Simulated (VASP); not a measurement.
**B: relaxation of cell and atoms with PBE**

B:

```
CELL_PARAMETERS angstrom
-1.17892 1.17892 1.17892
1.17892 -1.17892 1.17892
1.17892 1.17892 -1.17892
ATOMIC_POSITIONS crystal
B 0.00000 0.00000 0.00000
```

```json
{"Program": "VASP 6.6.1", "Task": "relaxation of cell and atoms", "Functional": "PBE", "Potentials or basis": "VASP PAW PBE potentials, release 64 (B)", "Cutoff": "600 eV", "k mesh": "18 × 18 × 18", "Occupations": "fermi-dirac, width 0.1 eV", "Spin": "no spin polarisation", "Dipole correction": "no", "Further INCAR settings": "ALGO = Normal; EDIFF = 1e-06; IBRION = 2; EDIFFG = -0.01; NSW = 80; ISIF = 3"}
```

| Item | Value |
| --- | --- |
| Relaxed volume | 6.14 Å³/atom |
| Relaxed cell | a = 1.998 Å, b = 1.998 Å, c = 1.998 Å, α = 109.47°, β = 109.47°, γ = 109.47° |
| Space group after relaxing (to 0.05 Å) | Im-3m (No. 229) |
| Energy gained by relaxing | 17.4 meV/atom |
| Ionic steps | 3 |
| Pressure after relaxing | 0.0 GPa |

The path:
```csv
step,energy change (eV),largest force (eV/Å),pressure (GPa),volume (Å³)
1,0.0000,0.0000,-12.64,6.55
2,-0.0169,0.0000,2.58,6.08
3,-0.0174,0.0000,0.02,6.14
```

Final structure:
```
B
1.0
    -1.15364    1.15364    1.15364
     1.15364   -1.15364    1.15364
     1.15364    1.15364   -1.15364
B
1
Direct
  0.00000 0.00000 0.00000
```

Levels at points of the mesh, in eV from the Fermi level:
| k point | band 1 | band 2 | band 3 | band 4 | band 5 |
| --- | --- | --- | --- | --- | --- |
| (0.00, 0.00, 0.00) | -18.65 | 15.53 | 15.53 | 15.53 | 33.79 |
| (0.50, 0.00, 0.00) | -9.16 | -4.62 | 8.70 | 12.63 | 22.17 |
| (0.50, 0.50, 0.50) | 0.40 | 0.40 | 0.40 | 10.22 | 10.22 |

It took 8.8 s on 1 thread of Intel(R) Xeon(R) Platinum 8259CL CPU @ 2.50GHz (Skylake/Cascade Lake), on a shared host, peak memory 0.11 GiB.
